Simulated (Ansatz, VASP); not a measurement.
This is a calculation of Au for Ansatz 0.2.0.

input.yaml

```yaml
crystal:
  lattice:
    - [1.4389897367, -2.6060620855, 0.0]
    - [1.4389897367, 2.6060620855, 0.0]
    - [0.0, 0.0, 4.9891384766]
  atoms:
    - { symbol: Au, position: [0.33467203, 0.66532797, 0.25] }
    - { symbol: Au, position: [0.66532797, 0.33467203, 0.75] }
kpoints:
  mp_grid: { grid: [11, 11, 6] }
scf:
  occupations: { method: fermi_dirac, width: 0.05 }
hamiltonian:
  xc: pbe
  pseudopotentials: { kind: all_electron, lapw: { basis_error: 0.0005 } }
output:
  forces: true
  stress: true
  eigenvalues: true
```

Potentials or basis: all-electron LAPW, scalar-relativistic.

Run with:

```sh
$ ansatz run input.yaml --threads 1 --pin off --max-ram 3072MiB --backend cpu --events-out ev --progress --plain --runs-dir out
```

Question: Set up the same calculation for VASP 6.6.1. Potentials there: VASP PAW PBE potentials, release 64 (Au).

Answer: As run (the cutoff follows the program's own potentials):

Contents of INCAR:

```
SYSTEM = Au
PREC = Accurate
ENCUT = 520
EDIFF = 1E-6
ISMEAR = -1
SIGMA = 0.05
LREAL = .False.
LASPH = .True.
NELM = 100
ALGO = Normal
ISIF = 2
LWAVE = .False.
LCHARG = .True.
GGA = PE
LELF = .True.
LVHAR = .True.
NBANDS = 18
```

File KPOINTS:

```
regular mesh
0
Gamma
  11 11 6
  0 0 0
```

File POSCAR:

```
Au
1.0
    1.4389897367     -2.6060620855      0.0000000000
    1.4389897367      2.6060620855      0.0000000000
    0.0000000000      0.0000000000      4.9891384766
Au
2
Direct
    0.3346720300      0.6653279700      0.2500000000
    0.6653279700      0.3346720300      0.7500000000
```

Potentials or basis: VASP PAW PBE potentials, release 64 (Au).

Command:

```sh
$ cat potpaw_PBE.64/Au/POTCAR > POTCAR
$ mpirun -np 1 vasp_std > vasp.out
```

Both were run:

|  | VASP | Ansatz | Ansatz less VASP |
| --- | --- | --- | --- |
| gap on the k mesh at the Fermi level (eV) | none | none | - |
| pressure (GPa) | -4.7 | -4.5 | +0.18 |
| traceless stress, the component that is largest in VASP (GPa) | 1.95 | 1.96 | +0.009 |

A gap of «none» marks a metal or a gap that the smearing closes. Ansatz ran all-electron here, and VASP with PAW potentials.

Spin-orbit coupling is off throughout.
